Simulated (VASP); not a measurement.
Set up this calculation in VASP 6.6.1, as the native input.

```
Task                   : electric field gradients
Functional             : LDA
Potentials or basis    : VASP PAW LDA potentials, release 64 (Zr_sv, Os)
Cutoff                 : 520 eV
k mesh                 : 13 × 13 × 13
Occupations            : fermi-dirac, width 0.03 eV
Spin                   : no spin polarisation
Dipole correction      : no
Further INCAR settings : ALGO = Normal; EDIFF = 1e-08; NBANDS = 17
```

The structure of ZrOs lies in POSCAR:

```
ZrOs
1.0
    3.2303700000      0.0000000000      0.0000000000
    0.0000000000      3.2303700000      0.0000000000
    0.0000000000      0.0000000000      3.2630000000
Zr Os
1 1
Direct
    0.5000000000      0.5000000000      0.5000000000
    0.0000000000      0.0000000000      0.0000000000
```

This cell differs from its parent crystal: equal xx and yy strain of -1 %.

These files were run (other wordings do the same):

INCAR

```
PREC = Accurate ; ENCUT = 520
EDIFF = 1E-8 ; ISMEAR = -1
SIGMA = 0.03 ; LREAL = False
LASPH = True ; NELM = 80
ALGO = Normal ; ISIF = 2
LWAVE = False ; LCHARG = False
GGA = CA ; LEFG = True
NBANDS = 17
```

KPOINTS

```
regular mesh
0
Gamma
  13 13 13
```

Potentials or basis: VASP PAW LDA potentials, release 64 (Zr_sv, Os).

The run is started by

```sh
$ cat potpaw_LDA.64/Zr_sv/POTCAR potpaw_LDA.64/Os/POTCAR > POTCAR
$ mpirun -np 1 vasp_std > vasp.out
```

Results of the run:

* Pressure: -2.8 GPa
* Band gap on the k mesh: zero (band 10 reaches 10.36 eV, above the bottom of band 11 at 9.21 eV)

Caveat: the cell differs from its parent crystal (equal xx and yy strain of -1 %); without QUAD_EFG the Cq values of the log hold for a quadrupole moment of 1 mb, not for the nuclei; spin-orbit coupling is left out, which moves the levels of the heavy elements.

Run time: 24 s on 1 thread of Intel(R) Xeon(R) 6975P-C (Granite Rapids), on a shared host, peak memory 0.22 GiB.
